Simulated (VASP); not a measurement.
# K: single point with PBEsol

K:

```
K
1.0
    -2.53165    2.53165    2.53165
     2.53165   -2.53165    2.53165
     2.53165    2.53165   -2.53165
K
1
Direct
  0.00000 0.00000 0.00000
```

This cell differs from its parent crystal: volume scaled by 0.91.

```
Program                : VASP 6.6.1
Task                   : single point
Functional             : PBEsol
Potentials or basis    : VASP PAW PBE potentials, release 64 (K_sv)
Cutoff                 : 520 eV
k mesh                 : 12 × 12 × 12
Occupations            : gaussian, width 0.1 eV
Spin                   : no spin polarisation
Dipole correction      : no
Further INCAR settings : ALGO = Normal; EDIFF = 1e-06; NBANDS = 10
```

* Pressure: 0.4 GPa

Levels at points of the mesh, in eV from the Fermi level:
| k point | band 1 | band 2 | band 3 | band 4 | band 5 | band 6 | band 7 | band 8 | band 9 |
| --- | --- | --- | --- | --- | --- | --- | --- | --- | --- |
| (0.00, 0.00, 0.00) | -31.91 | -15.41 | -15.41 | -15.41 | -2.33 | 4.43 | 4.43 | 4.43 | 5.43 |
| (0.50, 0.00, 0.00) | -31.90 | -15.51 | -15.44 | -15.41 | 0.44 | 0.77 | 3.21 | 5.16 | 6.00 |
| (0.50, 0.50, 0.50) | -31.89 | -15.48 | -15.48 | -15.48 | 1.61 | 1.61 | 3.83 | 3.83 | 3.83 |

It took 24 s on 1 thread of Intel(R) Xeon(R) Platinum 8559C (Emerald Rapids), on a shared host, peak memory 0.22 GiB.

Caveat: the PAW data sets were made with another functional, which shifts forces and pressure a little.
